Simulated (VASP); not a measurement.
# BN (Fm-3m) in VASP: single point with r2SCAN+rVV10

Aim: the single point of BN with r2SCAN+rVV10.

All numbers are computed with VASP 6.6.1; they aren't measurements. Logs are shortened: lines on timing, memory, paths and dates and some standing lists are left out, and cuts for length are marked.

## (1) The cell of the first run

It takes space group Fm-3m (No. 225, cubic). Conventional cell: a = 3.489 Å, b = 3.489 Å, c = 3.489 Å, α = 90.00°, β = 90.00°, γ = 90.00°. B (site symmetry m-3m) has 6 N at 1.74 Å within 2.3 Å. Within 2.3 Å of N (site symmetry m-3m) lie 6 B at 1.74 Å.

## (2) Single point, r2SCAN+rVV10

Contents of POSCAR:

```
BN
1.0
    0.0000000000      1.7446164103      1.7446164103
    1.7446164103      0.0000000000      1.7446164103
    1.7446164103      1.7446164103      0.0000000000
B N
1 1
Direct
    0.0000000000      0.0000000000      0.0000000000
    0.5000000000      0.5000000000      0.5000000000
```

Contents of INCAR.step1:

```
PREC     = Accurate       # precision mode
ENCUT    = 520            # plane-wave cutoff, eV
ISMEAR   = -1             # smearing method
SIGMA    = 0.03           # smearing width, eV
LREAL    = F              # projectors in reciprocal space
LASPH    = T              # aspherical terms in the spheres
NELM     = 100            # most SCF steps
NBANDS   = 11             # bands
GGA      = PE             # functional
ALGO     = Normal         # electronic algorithm
EDIFF    = 1E-4           # SCF threshold, eV
LWAVE    = T              # write WAVECAR
LCHARG   = F              # write CHGCAR
```

Contents of INCAR.step2:

```
PREC     = Accurate       # precision mode
ENCUT    = 520            # plane-wave cutoff, eV
EDIFF    = 1E-7           # SCF threshold, eV
ISMEAR   = -1             # smearing method
SIGMA    = 0.03           # smearing width, eV
LREAL    = F              # projectors in reciprocal space
LASPH    = T              # aspherical terms in the spheres
NELM     = 100            # most SCF steps
ALGO     = Normal         # electronic algorithm
ISIF     = 2              # what is computed and relaxed
LWAVE    = F              # write WAVECAR
LCHARG   = T              # write CHGCAR
METAGGA  = R2SCAN         # meta-GGA
LMIXTAU  = T            
LUSE_VDW = T            
IVDW_NL  = 2            
BPARAM   = 11.95        
CPARAM   = 0.0093       
LELF     = T              # ELF
LVHAR    = T            
NBANDS   = 11             # bands
ISTART   = 1
```

Contents of KPOINTS:

```
regular mesh
0
Gamma
  14 14 14
```

Potentials or basis: VASP PAW PBE potentials, release 64 (B, N).

On the command line:

```console
cat potpaw_PBE.64/B/POTCAR potpaw_PBE.64/N/POTCAR > POTCAR
cp INCAR.step1 INCAR
mpirun -np 1 vasp_std > vasp.out
cp INCAR.step2 INCAR
mpirun -np 1 vasp_std > vasp.out
```

OUTCAR:

```text
PREC = Accurate
   ENCUT = 520
   EDIFF = 1E-7
   ISMEAR = -1
   LREAL = F
   LASPH = T
   NELM = 100
   ISIF = 2
   METAGGA = R2SCAN
   IVDW_NL = 2
   BPARAM = 11.95
   ISTART = 1

 ion  position               nearest neighbor table
   1  0.000  0.000  0.000-   2 1.74   2 1.74   2 1.74   2 1.74   2 1.74   2 1.74
   2  0.500  0.500  0.500-   1 1.74   1 1.74   1 1.74   1 1.74   1 1.74   1 1.74

  LATTYP: Found a face centered cubic cell.
 ALAT       =     3.4892328206

  Lattice vectors:

 A1 = (   0.0000000000,   1.7446164103,   1.7446164103)
 A2 = (   1.7446164103,   0.0000000000,   1.7446164103)
 A3 = (   1.7446164103,   1.7446164103,   0.0000000000)

Analysis of symmetry for initial positions (statically):
=====================================================================
 Subroutine PRICEL returns:
 Original cell was already a primitive cell.

 Routine SETGRP: Setting up the symmetry group for a
 face centered cubic supercell.

 Subroutine GETGRP returns: Found 48 space group operations
 (whereof 48 operations were pure point group operations)
 out of a pool of 48 trial point group operations.

The static configuration has the point symmetry O_h .

Analysis of symmetry for dynamics (positions and initial velocities):
=====================================================================
 Subroutine PRICEL returns:
 Original cell was already a primitive cell.

 Routine SETGRP: Setting up the symmetry group for a
 face centered cubic supercell.

 Subroutine GETGRP returns: Found 48 space group operations
 (whereof 48 operations were pure point group operations)
 out of a pool of 48 trial point group operations.

The dynamic configuration has the point symmetry O_h .

 Subroutine INISYM returns: Found 48 space group operations
 (whereof 48 operations are pure point group operations),
 and found     1 'primitive' translations

----------------------------------------------------------------------------------------

                                     Primitive cell

  volume of cell :      10.6201

  direct lattice vectors                    reciprocal lattice vectors
     0.000000000  1.744616410  1.744616410    -0.286595951  0.286595951  0.286595951
     1.744616410  0.000000000  1.744616410     0.286595951 -0.286595951  0.286595951
     1.744616410  1.744616410  0.000000000     0.286595951  0.286595951 -0.286595951

  length of vectors
[... 83 lines left out ...]
   LREAL  =      F    real-space projection
   EDIFFG = 0.1E-05   stopping-criterion for IOM
   NSW    =      0    number of steps for IOM
   IBRION =     -1    ionic relax: 0-MD 1-quasi-New 2-CG
   NFREE  =      0    steps in history (QN), initial steepest desc. (CG)
   ISIF   =      2    stress and relaxation
   ISYM   =      2    0-nonsym 1-usesym 2-fastsym
   POTIM  = 0.5000    time-step for ionic-motion
   TEBEG  =    0.0;   TEEND  =   0.0 temperature during run
   PSTRESS=    0.0 pullay stress
   NELECT =       8.0000    total number of electrons
   NUPDOWN=      -1.0000    fix difference up-down
   EMIN   =  10.00;   EMAX   =-10.00  energy-range for DOS
   EFERMI =   0.00;   METHOD = LEGACY
   ISMEAR =    -1;   SIGMA  =   0.03  broadening in eV -4-tet -1-fermi 0-gaus
   EFERMI_NEDOS =   21; number of points for ismear=-14 and -15
   IALGO  =     38    algorithm
   IMIX   =      4    mixing-type and parameters
     AMIX     =   0.40;   BMIX     =  1.00
     AMIX_MAG =   1.60;   BMIX_MAG =  1.00
  volume/ion in A,a.u.               =       5.31        35.83
  Fermi-wavevector in a.u.,A,eV,Ry     =   1.489572  2.814883 30.188949  2.218825
  Thomas-Fermi vector in A             =   2.602464
   LORBIT       =      0    0 simple, 1 ext, 2 COOP (PROOUT), +10 PAW based schemes
   METAGGA = R2SCAN    functional components
   LHFCALC =     F    Hartree Fock is set to
   AEXX    =    0.0000 exact exchange contribution
   IVDW_NL    =     2    kernel type
   BPARAM     =11.9500
   IVDW    =     0    specifies the selected vdW correction
   LEPSILON=     F    determine dielectric tensor
   LRPA    =     F    only Hartree local field effects (RPA)
 non-spin polarized calculation
  energy-cutoff  :      520.00
  volume of cell :       10.62
 maximum number of plane-waves:       302
   NGX =  9   NGY =  9   NGZ =  9

 number of electron       7.9999998 magnetization

 Free energy of the ion-electron system (eV)
  ---------------------------------------------------
  ext. energy  EPLUGINS =         0.00000000
  ---------------------------------------------------
  free energy    TOTEN  =       -15.36449834 eV

  energy without entropy =      -15.36449834  energy(sigma->0) =      -15.36449834

 E-fermi :  11.0117     XC(G=0): -14.7310

 val. band max:       10.3506076948   @ k =  -0.2143   0.1429   0.0000
 cond. band min:      11.7508423988   @ k =   0.5000   0.5000   0.0000
 fundamental gap:      1.4002347040
 Fermi energy:        11.0117424973

 k-point     1 :       0.0000    0.0000    0.0000
  band No.  band energies     occupation
      1     -13.3497      2.00000
      2       9.4839      2.00000
      3       9.4839      2.00000
      4       9.4839      2.00000
      5      20.2682      0.00000
      6      23.5820      0.00000
      7      23.5820      0.00000
      8      23.5820      0.00000
      9      29.7893      0.00000
     10      29.7893      0.00000
     11      29.7893      0.00000
[... 309 lines left out ...]
 k-point    24 :       0.2857    0.1429    0.0000
  band No.  band energies     occupation
      1     -11.1773      2.00000
      2       4.2631      2.00000
      3       7.5145      2.00000
      4       8.7040      2.00000
      5      16.2074      0.00000
      6      21.5988      0.00000
      7      22.3446      0.00000
      8      24.3540      0.00000
      9      26.3878      0.00000
     10      36.6298      0.00000
     11      37.6306      0.00000

 [... further k-points ...]
[... 5 lines left out ...]
  --------------------------------------------------------------------------------------
  -------------------------------------------------------------------------------------
  Total        0.0340006      0.0340006      0.0340006      0.0000000     -0.0000000      0.0000000
  in kB        5.1294134      5.1294134      5.1294134      0.0000000     -0.0000000      0.0000000
  external PRESSURE =       5.1294134 kB  Pullay stress =       0.0000000 kB

 VOLUME and BASIS-vectors are now :
 -----------------------------------------------------------------------------
  energy-cutoff  :      520.00
  volume of cell :       10.62
      direct lattice vectors                 reciprocal lattice vectors
     0.000000000  1.744616410  1.744616410    -0.286595951  0.286595951  0.286595951
     1.744616410  0.000000000  1.744616410     0.286595951 -0.286595951  0.286595951
     1.744616410  1.744616410  0.000000000     0.286595951  0.286595951 -0.286595951

 POSITION                                       TOTAL-FORCE (eV/Angst)
 -----------------------------------------------------------------------------------
      0.00000      0.00000      0.00000        -0.000000      0.000000      0.000000
      1.74462      1.74462      1.74462         0.000000     -0.000000     -0.000000
 -----------------------------------------------------------------------------------
    total drift:                               -0.000000     -0.000000     -0.000000

  FREE ENERGIE OF THE ION-ELECTRON SYSTEM (eV)
  ---------------------------------------------------
  free  energy   TOTEN  =       -15.3644983362 eV

  energy  without entropy=      -15.3644983362  energy(sigma->0) =      -15.36449834
```

OUTCAR.step1:

```text
PREC = Accurate
   ENCUT = 520
   ISMEAR = -1
   LREAL = F
   LASPH = T
   NELM = 100
[... 554 lines left out ...]
 -----------------------------------------------------------------------------------
      0.00000      0.00000      0.00000         0.000000     -0.000000      0.000000
      1.74462      1.74462      1.74462        -0.000000      0.000000      0.000000
 -----------------------------------------------------------------------------------
    total drift:                               -0.000000     -0.000000     -0.000000

  FREE ENERGIE OF THE ION-ELECTRON SYSTEM (eV)
  ---------------------------------------------------
  free  energy   TOTEN  =       -13.9438802005 eV

  energy  without entropy=      -13.9438802004  energy(sigma->0) =      -13.94388020
```

It took 29 s on 1 thread of Intel Xeon 6975P-C (Granite Rapids), shared host; peak memory 0.16 GiB.

Results:

```yaml
Free_energy: -15.3645 eV
Pressure: 0.5 GPa
Band_gap_on_the_k_mesh: 1.40 eV, indirect (least direct gap 6.51 eV)
```

Levels at points of the mesh, in eV from the valence-band top:
| k point | band 1 | band 2 | band 3 | band 4 | band 5 | band 6 | band 7 | band 8 |
| --- | --- | --- | --- | --- | --- | --- | --- | --- |
| (0.00, 0.00, 0.00) | -23.70 | -0.87 | -0.87 | -0.87 | 9.92 | 13.23 | 13.23 | 13.23 |
| (0.50, 0.00, 0.00) | -18.32 | -13.15 | -0.68 | -0.68 | 5.83 | 5.83 | 7.99 | 14.78 |
| (0.50, 0.50, 0.00) | -15.47 | -12.32 | -5.87 | -5.87 | 1.40 | 9.60 | 15.95 | 15.95 |

Caveat: the PAW data sets were made with another functional, which shifts forces and pressure a little.
